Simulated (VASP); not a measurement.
Si:

```xyz
12
Lattice="3.8310 -0.0580 -0.0369 -1.9657 3.3379 -0.0049 -0.1816 -0.1326 18.5500" Properties=species:S:1:pos:R:3 pbc="T T T"
Si   -0.1875   -0.0678   15.1453
Si   -0.0644   -0.0354    5.7011
Si   -0.2316    2.0429   18.1142
Si    1.9072    0.9946    8.8571
Si   -0.1630    2.1717   11.9672
Si    1.8718    1.0238    2.5701
Si   -0.1800   -0.1404   12.7567
Si   -0.0867    0.0022    3.5168
Si   -0.2208    2.0448   15.9094
Si    1.9295    0.9676    6.5999
Si   -0.1378    2.1539    9.6568
Si    1.9350    1.1661    0.3382
```

```yaml
Program: VASP 6.6.1
Task: relaxation of cell and atoms
Functional: PBE
Potentials_or_basis: VASP PAW PBE potentials, release 64 (Si)
Cutoff: 600 eV
k_mesh: 6 × 6 × 1
Occupations: gaussian, width 0.1 eV
Spin: no spin polarisation
```

At the start: pressure 5.2 GPa; volume 19.59 Å³/atom.

Where does the relaxation end?

Over 25 steps the energy falls by 94.5 meV/atom and the volume is 20.43 Å³/atom (+4.3 %); space group P1 (No. 1, to 0.1 Å) before, P6_3/mmc (No. 194, to 0.1 Å).

The path:
| step | energy change (eV) | largest force (eV/Å) | pressure (GPa) | volume (Å³) |
| --- | --- | --- | --- | --- |
| 1 | 0.0000 | 2.8603 | 5.18 | 235.06 |
| 2 | -0.6012 | 1.2200 | -3.29 | 256.97 |
| 3 | -1.0048 | 0.7291 | -0.83 | 247.72 |
| 4 | -1.0050 | 0.7307 | -0.74 | 247.46 |
| 5 | -1.1048 | 0.2957 | -0.15 | 245.60 |
| 6 | -1.1055 | 0.2646 | -0.20 | 245.74 |
| 7 | -1.1191 | 0.1393 | 0.15 | 244.76 |
| 8 | -1.1203 | 0.1191 | 0.29 | 244.38 |
| 9 | -1.1248 | 0.0773 | -0.05 | 245.30 |
| 10 | -1.1248 | 0.0795 | -0.10 | 245.45 |
| 11 | -1.1271 | 0.0616 | -0.05 | 245.31 |
| 12 | -1.1290 | 0.1043 | 0.05 | 245.03 |
| 13 | -1.1309 | 0.0633 | 0.02 | 245.11 |
| 14 | -1.1314 | 0.0656 | -0.01 | 245.19 |
| 15 | -1.1323 | 0.0376 | -0.02 | 245.22 |
| 16 | -1.1324 | 0.0428 | -0.02 | 245.23 |
| 17 | -1.1329 | 0.0289 | 0.01 | 245.14 |
| 18 | -1.1329 | 0.0350 | 0.02 | 245.12 |
| 19 | -1.1331 | 0.0307 | -0.01 | 245.19 |
| 20 | -1.1332 | 0.0445 | -0.03 | 245.27 |
| 21 | -1.1334 | 0.0374 | -0.03 | 245.25 |
| 22 | -1.1336 | 0.0338 | -0.01 | 245.21 |
| 23 | -1.1335 | 0.0549 | 0.02 | 245.14 |
| 24 | -1.1337 | 0.0351 | 0.00 | 245.19 |
| 25 | -1.1339 | 0.0194 | 0.01 | 245.16 |

Final structure:
```cif
data_structure
_symmetry_space_group_name_H-M 'P 1'
_symmetry_Int_Tables_number 1
_cell_length_a 3.8634
_cell_length_b 3.8635
_cell_length_c 18.9584
_cell_angle_alpha 89.995
_cell_angle_beta 89.965
_cell_angle_gamma 119.961
_cell_volume 245.16
loop_
_atom_site_label
_atom_site_type_symbol
_atom_site_fract_x
_atom_site_fract_y
_atom_site_fract_z
_atom_site_occupancy
Si1 Si 0.99814 0.00136 0.81288 1
Si2 Si 0.00232 0.99872 0.31299 1
Si3 Si 0.33153 0.66782 0.97925 1
Si4 Si 0.66802 0.33202 0.47928 1
Si5 Si 0.33305 0.66640 0.64528 1
Si6 Si 0.66725 0.33385 0.14546 1
Si7 Si 0.99926 0.99997 0.68695 1
Si8 Si 0.00076 0.00018 0.18721 1
Si9 Si 0.33128 0.66770 0.85459 1
Si10 Si 0.66890 0.33230 0.35466 1
Si11 Si 0.33440 0.66540 0.52068 1
Si12 Si 0.66509 0.33427 0.02077 1
```
